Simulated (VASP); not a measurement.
# Mg8HO8 (a cell with a defect) in VASP: further runs, part 2 of 2

VASP 6.6.1.

### Step 3. Single point, PBE, collinear spin

Input file INCAR:

```
SYSTEM = Mg8HO8
PREC = Accurate
ENCUT = 520
EDIFF = 1E-6
ISMEAR = 0
SIGMA = 0.05
LREAL = Auto
LASPH = .True.
NELM = 150
ALGO = Normal
ISIF = 2
LWAVE = .False.
LCHARG = .False.
ISPIN = 2
MAGMOM = 0 0 0 0 0 0 0 0 0 0 0 0 0 0 0 0 1
LORBIT = 11
GGA = PE
NBANDS = 50
```

Input file KPOINTS:

```
regular mesh
0
Gamma
  2 2 2
  0 0 0
```

Input file POSCAR:

```
Mg8HO8
1.0
    0.0000000000      4.2052000000      4.2052000000
    4.2052000000      0.0000000000      4.2052000000
    4.2052000000      4.2052000000      0.0000000000
Mg O H
8 8 1
Direct
   -0.0011125319      0.0003770617      0.0006634274
   -0.0011087614      0.0003864860      0.5010198009
   -0.0011101634      0.5007395602      0.0006704952
    0.0034830925      0.4989725594      0.4992604750
    0.4992782700      0.0003718319      0.0006570851
    0.4974457492      0.0050544116      0.4992349369
    0.4974436722      0.4989443854      0.0053506531
    0.4974504763      0.4989589826      0.4992458476
    0.2492162211      0.2507093932      0.2509945100
    0.2492183597      0.2507063947      0.7500468054
    0.2492182135      0.7497603601      0.2509922799
    0.2323595087      0.7560097416      0.7562919126
    0.7482760365      0.2507067022      0.2509925664
    0.7545160415      0.2338817777      0.7562816682
    0.7545134380      0.7559964766      0.2341708649
    0.7545250883      0.7560006214      0.7562844054
    0.6238686692      0.6255205937      0.6258309360
```

Potentials or basis: VASP PAW PBE potentials, release 64 (Mg, O, H).

Command:

```bash
cat potpaw_PBE.64/Mg/POTCAR potpaw_PBE.64/O/POTCAR potpaw_PBE.64/H/POTCAR > POTCAR
mpirun -np 1 vasp_std > vasp.out
```

OUTCAR:

```text
SYSTEM = Mg8HO8
   PREC = Accurate
   ENCUT = 520
   EDIFF = 1E-6
   ISMEAR = 0
   LREAL = Auto
   LASPH = .True.
   NELM = 150
   ISIF = 2
   ISPIN = 2
   LORBIT = 11
   GGA = PE

 ion  position               nearest neighbor table
   1  0.999  0.000  0.001-  12 2.06  14 2.06  15 2.06  13 2.11  11 2.11  10 2.11   5 2.97   3 2.97
                             2 2.97   6 2.97   7 2.97   4 2.97   4 2.97   7 2.97   6 2.97   2 2.98
   2  0.999  0.000  0.501-  12 2.06  16 2.06  14 2.06  13 2.11   9 2.11  11 2.11   5 2.97   1 2.97
                             3 2.97   8 2.97   6 2.97   4 2.97   4 2.97   6 2.97   8 2.97   3 2.98
   3  0.999  0.501  0.001-  12 2.06  16 2.06  15 2.06  13 2.11   9 2.11  10 2.11   5 2.97   1 2.97
                             2 2.97   8 2.97   7 2.97   4 2.97   4 2.97   7 2.97   8 2.97   2 2.98
   4  0.003  0.499  0.499-  17 1.84  10 2.09  11 2.09   9 2.09  16 2.16  14 2.16  15 2.16   7 2.94
                             6 2.94   8 2.94   3 2.97   2 2.97   1 2.97   1 2.97   2 2.97   3 2.97
   5  0.499  0.000  0.001-  16 2.06  14 2.06  15 2.06  10 2.11  11 2.11   9 2.11   1 2.97   3 2.97
[... 1032 lines left out ...]
    total drift:                                0.006230      0.000288      0.002027

  FREE ENERGIE OF THE ION-ELECTRON SYSTEM (eV)
  ---------------------------------------------------
  free  energy   TOTEN  =       -94.4734328798 eV

  energy  without entropy=      -94.4686121830  energy(sigma->0) =      -94.47102253

 total charge

# of ion       s       p       d       tot
------------------------------------------
    1        0.153   0.189   0.086   0.427
    2        0.153   0.189   0.086   0.427
    3        0.153   0.189   0.086   0.427
    4        0.149   0.182   0.082   0.412
    5        0.153   0.189   0.086   0.427
    6        0.149   0.182   0.082   0.412
[... 9 lines left out ...]
   16        1.554   3.544   0.000   5.099
   17        0.555   0.019   0.000   0.574
--------------------------------------------------
tot         14.147  29.960   0.671  44.777

 magnetization (x)

# of ion       s       p       d       tot
------------------------------------------
    1        0.000   0.001   0.001   0.002
    2        0.000   0.001   0.001   0.002
    3        0.000   0.001   0.001   0.002
    4       -0.001   0.001   0.002   0.003
    5        0.000   0.001   0.001   0.002
    6       -0.001   0.001   0.002   0.003
[... 9 lines left out ...]
   16        0.007   0.077   0.000   0.084
   17        0.216   0.001   0.000   0.217
--------------------------------------------------
tot          0.240   0.314   0.012   0.565
```

stdout:

```text
POSCAR found type information on POSCAR MgO H
 POSCAR found :  3 types and      17 ions
 scaLAPACK will be used
 LDA part: xc-table for (Slater+PW92), standard interpolation
 POSCAR, INCAR and KPOINTS ok, starting setup
 FFT: planning ... GRIDC
 FFT: planning ... GRID_SOFT
 FFT: planning ... GRID
 WAVECAR not read
 entering main loop
```

Wall time 2.9 min (1 thread of Intel Xeon 6975P-C (Granite Rapids), shared host); peak memory 0.42 GiB.

What came out:

| Quantity | Value |
| --- | --- |
| Free energy | -94.4734 eV |
| Pressure | 11.1 GPa |
| Largest force | 0.024 eV/Å |
| Net moment | 0.75 μB per cell |
| Site moments | Mg +0.00; O -0.00, +0.08 (each value once); H +0.22 μB |
| Valence electrons inside the program's atomic spheres | Mg 0.43, 0.41 (each value once); O 5.11, 5.10 (each value once); H 0.57 |

Forces on the atoms (eV/Å):
```
Mg  -0.006 -0.005 -0.005
Mg   0.005  0.006 -0.006
Mg   0.005 -0.005  0.005
Mg   0.014 -0.014 -0.014
Mg  -0.005  0.005  0.005
Mg  -0.014  0.014 -0.014
Mg  -0.014 -0.014  0.014
Mg   0.014  0.014  0.014
O   -0.012 -0.012 -0.012
O    0.013  0.011 -0.012
O    0.012 -0.012  0.011
O    0.000  0.003  0.002
O   -0.010  0.011  0.012
O    0.001 -0.003  0.003
O    0.001  0.004 -0.002
O   -0.002 -0.003 -0.002
H   -0.002  0.000  0.001
```

Levels at points of the mesh, in eV from the Fermi level:
Spin up:
```csv
k point,band 29,band 30,band 31,band 32,band 33,band 34,band 35,band 36,band 37,band 38
"(0.00, 0.00, 0.00)",-3.83,-3.21,-3.21,-3.21,-1.63,2.09,4.71,4.71,4.71,5.29
"(0.50, 0.00, 0.00)",-3.57,-3.57,-3.53,-3.53,-0.39,3.91,4.55,6.36,6.36,6.52
"(0.00, 0.50, 0.00)",-3.57,-3.57,-3.53,-3.53,-0.39,3.91,4.55,6.36,6.36,6.52
"(0.00, 0.00, 0.50)",-3.57,-3.57,-3.53,-3.53,-0.39,3.91,4.55,6.36,6.36,6.52
"(0.50, 0.50, 0.50)",-3.57,-3.57,-3.53,-3.53,-0.39,3.91,4.55,6.36,6.36,6.52
"(0.50, 0.50, 0.00)",-3.90,-3.86,-3.86,-3.79,-0.02,4.88,5.24,6.24,6.24,6.66
"(0.00, 0.50, 0.50)",-3.90,-3.86,-3.86,-3.79,-0.02,4.88,5.24,6.24,6.24,6.66
"(0.50, 0.00, 0.50)",-3.90,-3.86,-3.86,-3.79,-0.02,4.88,5.24,6.24,6.24,6.66
```
Spin down:
| k point | band 28 | band 29 | band 30 | band 31 | band 32 | band 33 | band 34 | band 35 | band 36 | band 37 |
| --- | --- | --- | --- | --- | --- | --- | --- | --- | --- | --- |
| (0.00, 0.00, 0.00) | -3.79 | -3.79 | -3.12 | -3.12 | -3.12 | -0.55 | 2.20 | 4.73 | 4.73 | 4.73 |
| (0.50, 0.00, 0.00) | -4.07 | -3.55 | -3.55 | -3.40 | -3.40 | 0.68 | 3.93 | 4.62 | 6.40 | 6.40 |
| (0.00, 0.50, 0.00) | -4.07 | -3.55 | -3.55 | -3.40 | -3.40 | 0.68 | 3.93 | 4.62 | 6.40 | 6.40 |
| (0.00, 0.00, 0.50) | -4.07 | -3.55 | -3.55 | -3.40 | -3.40 | 0.68 | 3.93 | 4.62 | 6.40 | 6.40 |
| (0.50, 0.50, 0.50) | -4.07 | -3.55 | -3.55 | -3.40 | -3.40 | 0.68 | 3.93 | 4.62 | 6.40 | 6.40 |
| (0.50, 0.50, 0.00) | -3.90 | -3.87 | -3.75 | -3.69 | -3.69 | 1.08 | 4.91 | 5.28 | 6.27 | 6.27 |
| (0.00, 0.50, 0.50) | -3.90 | -3.87 | -3.75 | -3.69 | -3.69 | 1.08 | 4.91 | 5.28 | 6.27 | 6.27 |
| (0.50, 0.00, 0.50) | -3.90 | -3.87 | -3.75 | -3.69 | -3.69 | 1.08 | 4.91 | 5.28 | 6.27 | 6.27 |

Caveat: the k points lie up to 0.65 Å⁻¹ apart.

### Step 4. Single point, PBE, collinear spin

Input file INCAR:

```
SYSTEM = Mg8HO8
PREC = Accurate
ENCUT = 520
EDIFF = 1E-7
ISMEAR = 0
SIGMA = 0.05
LREAL = Auto
LASPH = .TRUE.
NELM = 150
ALGO = Normal
ISIF = 2
LWAVE = .FALSE.
LCHARG = .TRUE.
ISPIN = 2
MAGMOM = 0 0 0 0 0 0 0 0 0 0 0.09 0 0.09 0 0.09 0.09 0.32
LORBIT = 11
GGA = PE
LELF = .TRUE.
LVHAR = .TRUE.
NBANDS = 50
```

Input file KPOINTS:

```
Automatic mesh
0
G
  2 2 2
  0 0 0
```

Input file POSCAR:

```
Mg8HO8
1.0
    0.0000000000      4.2052000000      4.2052000000
    4.2052000000      0.0000000000      4.2052000000
    4.2052000000      4.2052000000      0.0000000000
Mg O H
8 8 1
Direct
    0.0027626510      0.0007040093     -0.0048659992
    0.0027613431      0.0007000856      0.5011381147
    0.0009293256      0.4993148958     -0.0002496909
    0.0027649101      0.4946820603      0.5011478645
    0.5013379863     -0.0010614240     -0.0002671692
    0.4968290450      0.0006761866      0.5011175449
    0.5013408399      0.4993021735     -0.0002595596
    0.5013400076      0.4992992010      0.4993657852
    0.2510164796      0.2489816180      0.2503308998
    0.2510170741      0.2489805479      0.7494152478
    0.2678916579      0.7436654618      0.2440954057
    0.2510160040      0.7498933463      0.7494179825
    0.7457030581      0.2658172025      0.2441126462
    0.7519214306      0.2489829259      0.7494195282
    0.7456949729      0.7436772329      0.2441102682
    0.7456983021      0.7436779464      0.7662580852
    0.8763882812      0.8741298868      0.3746021592
```

Potentials or basis: VASP PAW PBE potentials, release 64 (Mg, O, H).

Command:

```bash
cat potpaw_PBE.64/Mg/POTCAR potpaw_PBE.64/O/POTCAR potpaw_PBE.64/H/POTCAR > POTCAR
mpirun -np 1 vasp_std > vasp.out
```

OUTCAR:

```text
SYSTEM = Mg8HO8
   PREC = Accurate
   ENCUT = 520
   EDIFF = 1E-7
   ISMEAR = 0
   LREAL = Auto
   LASPH = .TRUE.
   NELM = 150
   ISIF = 2
   ISPIN = 2
   LORBIT = 11
   GGA = PE

 ion  position               nearest neighbor table
   1  0.003  0.001  0.995-  17 1.84  12 2.09  10 2.09  14 2.09  11 2.16  13 2.16  15 2.16   4 2.94
                             2 2.94   6 2.94   7 2.97   5 2.97   3 2.97   3 2.97   5 2.97   7 2.97
   2  0.003  0.001  0.501-  17 1.84  12 2.09   9 2.09  14 2.09  11 2.16  13 2.16  16 2.16   4 2.94
                             1 2.94   6 2.94   8 2.97   5 2.97   3 2.97   3 2.97   5 2.97   8 2.97
   3  0.001  0.499  1.000-  15 2.06  16 2.06  13 2.06  12 2.11   9 2.11  10 2.11   7 2.97   8 2.97
                             5 2.97   1 2.97   2 2.97   4 2.97   4 2.97   2 2.97   1 2.97   5 2.98
   4  0.003  0.495  0.501-  17 1.84   9 2.09  10 2.09  14 2.09  16 2.16  15 2.16  11 2.16   1 2.94
                             2 2.94   6 2.94   7 2.97   8 2.97   3 2.97   3 2.97   8 2.97   7 2.97
   5  0.501  0.999  1.000-  11 2.06  15 2.06  16 2.06  14 2.11  10 2.11   9 2.11   3 2.97   7 2.97
                             8 2.97   2 2.97   1 2.97   6 2.97   6 2.97   1 2.97   2 2.97   8 2.98
   6  0.497  0.001  0.501-  17 1.84  12 2.09   9 2.09  10 2.09  15 2.16  16 2.16  13 2.16   4 2.94
                             1 2.94   2 2.94   8 2.97   7 2.97   5 2.97   5 2.97   7 2.97   8 2.97
   7  0.501  0.499  1.000-  11 2.06  16 2.06  13 2.06  14 2.11   9 2.11  12 2.11   3 2.97   8 2.97
                             5 2.97   1 2.97   4 2.97   6 2.97   6 2.97   4 2.97   1 2.97   5 2.98
   8  0.501  0.499  0.499-  11 2.06  15 2.06  13 2.06  14 2.11  10 2.11  12 2.11   3 2.97   7 2.97
[... 1006 lines left out ...]
 POSITION                                       TOTAL-FORCE (eV/Angst)
 -----------------------------------------------------------------------------------
      4.18770      4.19636      0.01458         0.009481      0.010041     -0.009742
      2.11033      2.11900      0.01456        -0.009614     -0.009541     -0.009851
      6.30387      4.20806      2.10363         0.003364     -0.003522     -0.003515
      4.18766      2.11905      2.09186         0.009930     -0.009808      0.009290
      8.40481      6.31230      6.30896        -0.003594      0.003703     -0.004020
      2.11014      4.19656      2.09211        -0.009364      0.009493      0.010181
[... 9 lines left out ...]
      6.34958      6.35808      6.26313        -0.002699     -0.003900      0.003551
      5.25117      5.26066      7.36128         0.001523     -0.001013     -0.000584
 -----------------------------------------------------------------------------------
    total drift:                               -0.004741     -0.000465     -0.000140

  FREE ENERGIE OF THE ION-ELECTRON SYSTEM (eV)
  ---------------------------------------------------
  free  energy   TOTEN  =       -94.4734681354 eV

  energy  without entropy=      -94.4686474382  energy(sigma->0) =      -94.47105779

 total charge

# of ion       s       p       d       tot
------------------------------------------
    1        0.149   0.182   0.082   0.412
    2        0.149   0.182   0.082   0.412
    3        0.153   0.189   0.086   0.427
    4        0.149   0.182   0.082   0.412
    5        0.153   0.189   0.086   0.427
    6        0.149   0.182   0.082   0.412
[... 9 lines left out ...]
   16        1.554   3.545   0.000   5.099
   17        0.556   0.019   0.000   0.574
--------------------------------------------------
tot         14.147  29.960   0.671  44.777

 magnetization (x)

# of ion       s       p       d       tot
------------------------------------------
    1       -0.001   0.001   0.002   0.003
    2       -0.001   0.001   0.002   0.003
    3        0.000   0.001   0.001   0.002
    4       -0.001   0.001   0.002   0.003
    5        0.000   0.001   0.001   0.002
    6       -0.001   0.001   0.002   0.003
[... 9 lines left out ...]
   16        0.007   0.077   0.000   0.084
   17        0.216   0.001   0.000   0.217
--------------------------------------------------
tot          0.240   0.314   0.012   0.565
```

stdout:

```text
POSCAR found type information on POSCAR MgO H
 POSCAR found :  3 types and      17 ions
 scaLAPACK will be used
 LDA part: xc-table for (Slater+PW92), standard interpolation
 POSCAR, INCAR and KPOINTS ok, starting setup
 FFT: planning ... GRIDC
 FFT: planning ... GRID_SOFT
 FFT: planning ... GRID
 WAVECAR not read
 entering main loop
```

It took 3.1 min on 1 thread of Intel Xeon 6975P-C (Granite Rapids), shared host; peak memory 0.43 GiB.

Results:

| Quantity | Value |
| --- | --- |
| Free energy | -94.4735 eV |
| Pressure | 11.1 GPa |
| Largest force | 0.018 eV/Å |
| Net moment | 0.75 μB per cell |
| Site moments | Mg +0.00; O -0.00, +0.08 (each value once); H +0.22 μB |
| Valence electrons inside the program's atomic spheres | Mg 0.41, 0.43 (each value once); O 5.11, 5.10 (each value once); H 0.57 |

Forces on the atoms (eV/Å):
```
Mg   0.009  0.010 -0.010
Mg  -0.010 -0.010 -0.010
Mg   0.003 -0.004 -0.004
Mg   0.010 -0.010  0.009
Mg  -0.004  0.004 -0.004
Mg  -0.009  0.009  0.010
Mg   0.004  0.004  0.004
Mg  -0.004 -0.004  0.004
O   -0.011 -0.010  0.011
O    0.010  0.010  0.011
O    0.002 -0.002 -0.004
O   -0.011  0.011 -0.010
O   -0.002  0.003 -0.006
O    0.009 -0.010 -0.010
O    0.003  0.003  0.004
O   -0.003 -0.004  0.004
H    0.002 -0.001 -0.001
```

Caveat: the k points lie up to 0.65 Å⁻¹ apart.
